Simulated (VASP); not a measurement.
A run of VASP 6.6.1:

Contents of INCAR:

```
ALGO = Fast
EDIFF = 1E-7
ENCUT = 520
GGA = PE
ISIF = 2
ISMEAR = 0
LASPH = T
LCHARG = F
LREAL = F
LWAVE = F
NBANDS = 42
NELM = 60
PREC = Accurate
SIGMA = 0.1
```

KPOINTS

```
k-points
0
Gamma
  10 10 6
```

File POSCAR:

```
Mo2As
1.0
    3.7517267243      0.0000000000      0.0000000000
    0.0000000000      3.7517267243      0.0000000000
    0.0000000000      0.0000000000      6.7454150319
Mo As
4 2
Direct
    0.0000000000      0.0000000000      0.0000000000
    0.5000000000      0.5000000000      0.0000000000
    0.0000000000      0.5000000000      0.3296420605
    0.5000000000      0.0000000000      0.6703579395
    0.0000000000      0.5000000000      0.7072098217
    0.5000000000      0.0000000000      0.2927901783
```

Potentials or basis: VASP PAW PBE potentials, release 64 (Mo_sv, As).

The run is started by

```console
$ cat potpaw_PBE.64/Mo_sv/POTCAR potpaw_PBE.64/As/POTCAR > POTCAR
$ mpirun -np 1 vasp_std > vasp.out
```

Hardware: 1 thread of Intel Xeon 8259CL (shared host).

Task: How long does it take, and how much memory?

Result: Run time: 11 min on 1 thread of Intel Xeon 8259CL (shared host), peak memory 0.37 GiB. Counts: scf iterations 19, k points 84.
